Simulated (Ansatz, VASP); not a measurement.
## AgCl: VASP beside Ansatz

```
Ag Cl
1.0
     1.87091   -5.55660    0.00000
     1.87091    5.55660    0.00000
     0.00000    0.00000    3.92404
Ag Cl
2 2
Direct
  0.39656 0.60344 0.75000
  0.60344 0.39656 0.25000
  0.86545 0.13455 0.25000
  0.13455 0.86545 0.75000
```

Alike in both runs: task single point; functional PBEsol; k mesh 10 × 10 × 10; occupations gaussian, width 0.03 eV; no spin polarisation.

|  | VASP | Ansatz |
| --- | --- | --- |
| version | VASP 6.6.1 | Ansatz 0.2.0 |
| potentials or method | VASP PAW PBE potentials, release 64 (Ag, Cl), cutoff 520 eV | scalar-relativistic, plane waves, PAW |
| valence electrons in the cell | 36 | 52 |

Ansatz gave:

```
gap on the k mesh at the Fermi level (eV)                     : 0.31
least direct gap on the mesh (eV)                             : 1.81
pressure (GPa)                                                : -2.9
traceless stress, the component that is largest in VASP (GPa) : 0.57
rms of the force components (eV/Å)                            : 0.013
```

Q: What did VASP give for the same quantities?

A: gap on the k mesh at the Fermi level (eV): 0.31; least direct gap on the mesh (eV): 1.81; pressure (GPa): -3.0; traceless stress, the component that is largest in VASP (GPa): 0.60; rms of the force components (eV/Å): 0.014.

VASP's potentials were made for PBE, not for PBEsol. Atom by atom the forces differ by 0.002 eV/Å (rms over components). With one functional, cell and mesh, what is left measures potentials, basis and numerics. VASP's potentials hold 36 valence electrons a cell and Ansatz's 52, so a difference there can come from the potentials and not from the codes.
